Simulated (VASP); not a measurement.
Runs of VASP 6.6.1 on BW3. The structure is that of space group Pm-3m (No. 221), or close to it. The cells are those of the table. 

```csv
task,cell,k mesh,cutoff (eV),gap on the mesh (eV),pressure (GPa),relaxed volume (Å³/atom)
relaxation of cell and atoms,"relaxed from a = 3.763 Å, 4 atoms",4 × 4 × 4,600,none,-0.1,14.02
single point,"a = 3.763 Å, 4 atoms",6 × 6 × 6,520,none,(a),-
single point,"a = 3.825 Å, 4 atoms",4 × 4 × 4,520,none,0.5,-
relaxation of cell and atoms,"relaxed from a = 3.825 Å, 4 atoms",12 × 12 × 12,600,none,0.0,(b)
single point,"a = 3.827 Å, 4 atoms",12 × 12 × 12,520,none,0.7,-
```

Alike in all rows: level PBE; potentials or basis VASP PAW PBE potentials, release 64 (B, W_sv); no spin polarisation; smearing gaussian 0.1 eV.

Question: Estimate the missing entries.

Answer: (a) 16.4; (b) 14.05.

Caveats: some runs use coarse meshes; spin-orbit coupling is left out, which moves the levels of the heavy elements; the cell stands under pressure (at least some runs).

A k mesh can miss the band edges, and the runs leave out spin-orbit coupling on W.

A gap of «none» marks levels without a gap at the run's occupations.
